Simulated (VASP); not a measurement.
Input of a VASP 6.6.1 run:

The input POSCAR:

```
PbS
1.0
    4.0477957652      0.0000000000      0.0000000000
   -2.0238978826      3.5054939620      0.0000000000
    0.0000000000      0.0000000000      3.7810261832
Pb S
1 1
Direct
    0.0000000000      0.0000000000      0.0000000000
    0.6666666667      0.3333333333      0.5000000000
```

The input INCAR.step1:

```
SYSTEM = PbS
  ALGO = Normal
  EDIFF = 1E-5
  ENCUT = 520
  GGA = PE
  ISIF = 2
  ISMEAR = -1
  LASPH = .TRUE.
  LREAL = .FALSE.
  LWAVE = .TRUE.
  NBANDS = 17
  NELM = 60
  PREC = Accurate
  SIGMA = 0.05
```

File INCAR.step2:

```
SYSTEM = PbS
  AEXX = 0.25
  ALGO = Normal
  EDIFF = 1E-7
  ENCUT = 520
  GGA = PE
  ISIF = 2
  ISMEAR = -1
  ISTART = 1
  LASPH = .TRUE.
  LCHARG = .TRUE.
  LELF = .TRUE.
  LHFCALC = .TRUE.
  LREAL = .FALSE.
  LVHAR = .TRUE.
  LWAVE = .FALSE.
  NBANDS = 17
  NELM = 60
  PREC = Accurate
  PRECFOCK = Normal
  SIGMA = 0.05
```

Contents of KPOINTS:

```
k-points
0
G
  4 4 4
  0 0 0
```

Potentials or basis: VASP PAW PBE potentials, release 64 (Pb_d, S).

Launch:

```sh
$ cat potpaw_PBE.64/Pb_d/POTCAR potpaw_PBE.64/S/POTCAR > POTCAR
$ cp INCAR.step1 INCAR
$ mpirun -np 1 vasp_std > vasp.out
$ cp INCAR.step2 INCAR
$ mpirun -np 1 vasp_std > vasp.out
```

Q: Estimate the band gap on the k mesh.

A: 1.14 eV (least direct gap 2.00 eV).

Q: Estimate the pressure.

A: -0.2 GPa.

Caveat: the k points lie up to 0.45 Å⁻¹ apart; the PAW data sets were made with another functional, which shifts forces and pressure a little; spin-orbit coupling is left out, which moves the levels of the heavy elements. A k mesh can miss the band edges.
